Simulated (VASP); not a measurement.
Input of a VASP 6.6.1 run:

INCAR

```
PREC = Accurate
ENCUT = 520
EDIFF = 1E-6
ISMEAR = -1
SIGMA = 0.15
LREAL = False
LASPH = True
NELM = 80
ALGO = Normal
ISIF = 2
LWAVE = False
LCHARG = False
GGA = PS
NBANDS = 26
```

KPOINTS

```
regular mesh
0
Gamma
  12 12 12
```

File POSCAR:

```
AlCu3
1.0
    3.6080409615      0.0000000000      0.0000000000
    0.0000000000      3.6080409615      0.0000000000
    0.0000000000      0.0000000000      3.6080409615
Al Cu
1 3
Direct
    0.0000000000      0.0000000000      0.0000000000
    0.5000000000      0.5000000000      0.0000000000
    0.5000000000      0.0000000000      0.5000000000
    0.0000000000      0.5000000000      0.5000000000
```

Potentials or basis: VASP PAW PBE potentials, release 64 (Al, Cu).

Run with:

```bash
$ cat potpaw_PBE.64/Al/POTCAR potpaw_PBE.64/Cu/POTCAR > POTCAR
$ mpirun -np 1 vasp_std > vasp.out
```

(1) Predict the pressure.

(2) Predict the band gap on the k mesh.

Answers

(1) 3.7 GPa.

(2) zero (bands 18 and 19 overlap by 5.64 eV).

Caveat: the cell stands under pressure; the PAW data sets were made with another functional, which shifts forces and pressure a little.
